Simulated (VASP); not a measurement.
Crystal: Bi3F.

```xyz
4
Lattice="4.9025 0.0000 0.0000 -2.4513 4.2457 0.0000 0.0000 0.0000 5.1741" Properties=species:S:1:pos:R:3 pbc="T T T"
Bi    0.0000    0.0000    2.5871
Bi    0.0000    2.8305    0.0000
Bi    2.4513    1.4152    0.0000
F     0.0000    0.0000    0.0000
```

* Program: VASP 6.6.1
* Task: relaxation of cell and atoms
* Functional: PBE
* Potentials or basis: VASP PAW PBE potentials, release 64 (Bi_d, F)
* Cutoff: 600 eV
* k mesh: 6 × 6 × 4
* Occupations: gaussian, width 0.1 eV
* Spin: no spin polarisation

At the start: pressure 9.0 GPa; volume 26.92 Å³/atom.

Problem. How do energy, volume and symmetry change on relaxing?

Solution. Over 5 steps the energy falls by 298.1 meV/atom and the volume is 29.90 Å³/atom (+11.0 %); space group P6/mmm (No. 191, to 0.1 Å) before and after.

The path:
| step | energy change (eV) | largest force (eV/Å) | pressure (GPa) | volume (Å³) |
| --- | --- | --- | --- | --- |
| 1 | 0.0000 | 0.0000 | 8.99 | 107.70 |
| 2 | -0.9483 | 0.0000 | -3.81 | 132.05 |
| 3 | -0.9746 | 0.0000 | -2.53 | 127.53 |
| 4 | -1.1783 | 0.0000 | -0.86 | 121.36 |
| 5 | -1.1923 | 0.0000 | -0.14 | 119.59 |

Final structure:
```
Bi F
1.0
     5.44846    0.00000    0.00000
    -2.72423    4.71850    0.00000
     0.00000    0.00000    4.65188
Bi F
3 1
Direct
  0.00000 0.00000 0.50000
  0.33333 0.66667 0.00000
  0.66667 0.33333 0.00000
  0.00000 0.00000 0.00000
```
